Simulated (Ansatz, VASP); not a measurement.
## One calculation of CsCdCl3, two programs

```
Cs Cd Cl
1.0
     5.04400    0.00000    0.00000
     0.00000    5.04400    0.00000
     0.00000    0.00000    5.04400
Cs Cd Cl
1 1 3
Direct
  0.00000 0.00000 0.00000
  0.50000 0.50000 0.50000
  0.00000 0.50000 0.50000
  0.50000 0.00000 0.50000
  0.50000 0.50000 0.00000
```

Change from the starting cell: strain -0.030 along x and y, -0.030 along z, atoms carried along.

Alike in both runs: task single point; functional LDA; k mesh 6 × 6 × 6; occupations gaussian, width 0.05 eV; no spin polarisation.

```csv
,VASP,Ansatz
version,VASP 6.6.1,Ansatz 0.2.0
potentials or method,"VASP PAW LDA potentials, release 64 (Cs_sv, Cd, Cl), cutoff 520 eV","scalar-relativistic, plane waves, PAW"
valence electrons in the cell,42,50
```

|  | VASP | Ansatz | Ansatz less VASP |
| --- | --- | --- | --- |
| gap on the k mesh at the Fermi level (eV) | 1.68 | 1.65 | -0.030 |
| least direct gap on the mesh (eV) | 2.52 | 2.50 | -0.021 |
| pressure (GPa) | 2.3 | 1.9 | -0.34 |

LDA's correlation is that of Perdew and Zunger in VASP and of Perdew and Wang (1992) in Ansatz. VASP's potentials hold 42 valence electrons a cell and Ansatz's 50, so a difference there can come from the potentials and not from the codes.

Spin-orbit coupling is off throughout.
